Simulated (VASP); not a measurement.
The system is Re.

```xyz
1
Lattice="2.5300 0.0000 0.0000 0.0000 2.5300 0.0000 0.0000 0.0000 2.5300" Properties=species:S:1:pos:R:3 pbc="T T T"
Re    0.0000    0.0000    0.0000
```

This isn't the form of Re at room conditions, which is hcp.

| Quantity | Value |
| --- | --- |
| Program | VASP 6.6.1 |
| Task | relaxation of cell and atoms |
| Functional | r2SCAN |
| Potentials or basis | VASP PAW PBE potentials, release 64 (Re) |
| Cutoff | 600 eV |
| k mesh | 10 × 10 × 10 |
| Occupations | fermi-dirac, width 0.1 eV |
| Spin | no spin polarisation |

At the start: pressure 10.5 GPa; volume 16.19 Å³/atom.

Q: How do energy, volume and symmetry change on relaxing?

A: Over 4 steps the energy falls by 18.1 meV/atom and the volume is 16.76 Å³/atom (+3.5 %); space group Pm-3m (No. 221, to 0.1 Å) before and after.

The path:
| step | energy change (eV) | largest force (eV/Å) | pressure (GPa) | volume (Å³) |
| --- | --- | --- | --- | --- |
| 1 | 0.0000 | 0.0000 | 10.52 | 16.19 |
| 2 | 0.1621 | 0.0000 | -25.27 | 18.82 |
| 3 | -0.0180 | 0.0000 | -0.46 | 16.79 |
| 4 | -0.0181 | 0.0000 | 0.00 | 16.76 |

Final structure:
```
Re
1.0
     2.55937    0.00000    0.00000
     0.00000    2.55937    0.00000
     0.00000    0.00000    2.55937
Re
1
Direct
  0.00000 0.00000 0.00000
```

Caveat: the PAW data sets were made with another functional, which shifts forces and pressure a little.
